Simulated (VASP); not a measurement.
Here is a VASP 6.6.1 calculation.

File INCAR:

```
ALGO = Normal
EDIFF = 1E-6
ENCUT = 520
GGA = PS
ISIF = 2
ISMEAR = 0
LASPH = T
LCHARG = F
LREAL = F
LWAVE = F
NBANDS = 18
NELM = 80
PREC = Accurate
SIGMA = 0.05
```

Contents of KPOINTS:

```
k-points
0
Gamma
  8 1 6
```

POSCAR

```
P
1.0
    3.2016345270      0.0000000000      0.0000000000
    0.0000000000     33.9856052152      0.0000000000
    0.0000000000      0.0000000000      4.6320847100
P
4
Direct
    0.0000000000      0.9702614300      0.5921507200
    0.0000000000      0.0297385700      0.4078492800
    0.5000000000      0.0297385700      0.0921507200
    0.5000000000      0.9702614300      0.9078492800
```

Potentials or basis: VASP PAW PBE potentials, release 64 (P).

The run is started by

```bash
$ cat potpaw_PBE.64/P/POTCAR > POTCAR
$ mpirun -np 1 vasp_std > vasp.out
```

Problem. Predict the largest force.

Solution. 0.604 eV/Å.

Problem. Estimate the band gap on the k mesh.

Solution. 0.99 eV (least direct gap 1.00 eV).

Forces on the atoms (eV/Å):
```
P    0.000 -0.523 -0.302
P    0.000  0.523  0.302
P    0.000  0.523 -0.302
P    0.000 -0.523  0.302
```

Caveat: the cell differs from its parent crystal (strain -0.025 along x and y, +0.000 along z); there is no dipole correction, which matters where the two faces differ; the PAW data sets were made with another functional, which shifts forces and pressure a little.
